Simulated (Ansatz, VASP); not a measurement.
NaCl: VASP beside Ansatz

```
Na Cl
1.0
     0.00000    2.83175    2.83175
     2.83175    0.00000    2.83175
     2.83175    2.83175    0.00000
Na Cl
1 1
Direct
  0.00000 0.00000 0.00000
  0.50000 0.50000 0.50000
```

Alike in both runs: task single point; functional r2SCAN; k mesh 8 × 8 × 8; occupations gaussian, width 0.05 eV; no spin polarisation.

```csv
,VASP,Ansatz
version,VASP 6.6.1,Ansatz 0.2.0
potentials or method,"VASP PAW PBE potentials, release 64 (Na_pv, Cl), cutoff 520 eV","scalar-relativistic, plane waves, PAW"
valence electrons in the cell,14,16
```

Ansatz gave:

| Item | Value |
| --- | --- |
| gap on the k mesh at the Fermi level (eV) | 5.85 |
| least direct gap on the mesh (eV) | 5.85 |
| pressure (GPa) | -0.8 |

**Question.** Estimate VASP's values.

**Answer.** gap on the k mesh at the Fermi level (eV): 5.87; least direct gap on the mesh (eV): 5.87; pressure (GPa): -1.0.

VASP's potentials were made for PBE, not for r2SCAN. VASP's potentials hold 14 valence electrons a cell and Ansatz's 16, so a difference there can come from the potentials and not from the codes.
